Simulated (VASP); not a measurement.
Write the native input for VASP 6.6.1 that does the following.

- Task: single point
- Functional: PBE
- Potentials or basis: VASP PAW PBE potentials, release 64 (Ca_sv)
- Cutoff: 520 eV
- k mesh: 14 × 14 × 14
- Occupations: gaussian, width 0.15 eV
- Spin: no spin polarisation
- Dipole correction: no
- Further INCAR settings: ALGO = Normal; EDIFF = 1e-07; NBANDS = 11

The structure of Ca lies in POSCAR:

```
Ca
1.0
    0.0000000000      2.7942000000      2.7942000000
    3.0386925000      0.0000000000      2.7942000000
    3.0386925000      2.7942000000      0.0000000000
Ca
1
Direct
    0.0000000000      0.0000000000      0.0000000000
```

This cell differs from its parent crystal: strain +0.0875 x Voigt [1, 0, 0, 0, 0, 0].

The input as run:

INCAR

```
SYSTEM = Ca
ALGO = Normal
EDIFF = 1E-7
ENCUT = 520
GGA = PE
ISIF = 2
ISMEAR = 0
LASPH = .TRUE.
LCHARG = .TRUE.
LELF = .TRUE.
LREAL = .FALSE.
LVHAR = .TRUE.
LWAVE = .FALSE.
NBANDS = 11
NELM = 80
PREC = Accurate
SIGMA = 0.15
```

KPOINTS

```
k-points
0
G
  14 14 14
  0 0 0
```

Potentials or basis: VASP PAW PBE potentials, release 64 (Ca_sv).

Launch:

```console
$ cat potpaw_PBE.64/Ca_sv/POTCAR > POTCAR
$ mpirun -np 1 vasp_std > vasp.out
```

Results of the run:

| Item | Value |
| --- | --- |
| Pressure | -1.7 GPa |
| Band gap on the k mesh | zero (band 5 reaches 1.78 eV, above the bottom of band 6 at 1.30 eV) |

Caveat: the cell differs from its parent crystal (strain +0.0875 x Voigt [1, 0, 0, 0, 0, 0]).

Run time: 100 s on 1 thread of AMD EPYC 9R45 (Zen 5) (shared host), peak memory 0.23 GiB.
